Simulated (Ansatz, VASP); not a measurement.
# Two plane-wave programs on SnTe

```
CELL_PARAMETERS angstrom
0.00000 3.25120 3.15650
3.25120 0.00000 3.15650
3.25120 3.25120 0.00000
ATOMIC_POSITIONS crystal
Sn 0.00000 0.00000 0.00000
Te 0.50000 0.50000 0.50000
```

Change from the starting cell: strain +0.030 along x and y, +0.000 along z, atoms carried along.

Alike in both runs: task single point; functional PBE; k mesh 10 × 10 × 10; occupations gaussian, width 0.03 eV; no spin polarisation.

|  | VASP | Ansatz |
| --- | --- | --- |
| version | VASP 6.6.1 | Ansatz 0.2.0 |
| potentials or method | VASP PAW PBE potentials, release 64 (Sn_d, Te), cutoff 520 eV | scalar-relativistic, plane waves, PAW |
| valence electrons in the cell | 20 | 30 |

```csv
,VASP,Ansatz,Ansatz less VASP
gap on the k mesh at the Fermi level (eV),0.05,0.05,+0.001
least direct gap on the mesh (eV),0.05,0.05,+0.001
pressure (GPa),-0.4,-0.4,+0.02
"traceless stress, the component that is largest in VASP (GPa)",2.20,2.20,-0.004
```

VASP's potentials hold 20 valence electrons a cell and Ansatz's 30, so a difference there can come from the potentials and not from the codes.

Spin-orbit coupling is off throughout.
